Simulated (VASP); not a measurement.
Runs of VASP 6.6.1 on ZrH2. The structure is that of space group Fm-3m (No. 225), or close to it. The cells are those of the table. 

| cell | gap on the mesh (eV) | pressure (GPa) |
| --- | --- | --- |
| a = 3.384 Å, angles 60.0°, 3 atoms | none | -2.0 |
| a = 3.361 Å, angles 60.0°, 3 atoms | none | 0.9 |
| a = 3.430 Å, angles 60.0°, 3 atoms | none | -7.0 |
| a = 3.407 Å, angles 60.0°, 3 atoms | none | -4.6 |
| a = 3.474 Å, angles 60.0°, 3 atoms | none | (a) |
| a = 3.452 Å, angles 60.0°, 3 atoms | none | -9.1 |
| a = 3.338 Å, angles 60.0°, 3 atoms | none | (b) |

Alike in all rows: task single point; level PBEsol; potentials or basis VASP PAW PBE potentials, release 64 (Zr_sv, H); no spin polarisation; k mesh 10 × 10 × 10; cutoff (eV) 520; smearing fermi-dirac 0.05 eV.

Q: Estimate the missing entries.

A: (a) -11.0; (b) 4.1.

Caveats: the PAW data sets were made with another functional, which shifts forces and pressure a little.

A k mesh can miss the band edges, and the runs leave out spin-orbit coupling on Zr.

A gap of «none» marks levels without a gap at the run's occupations.
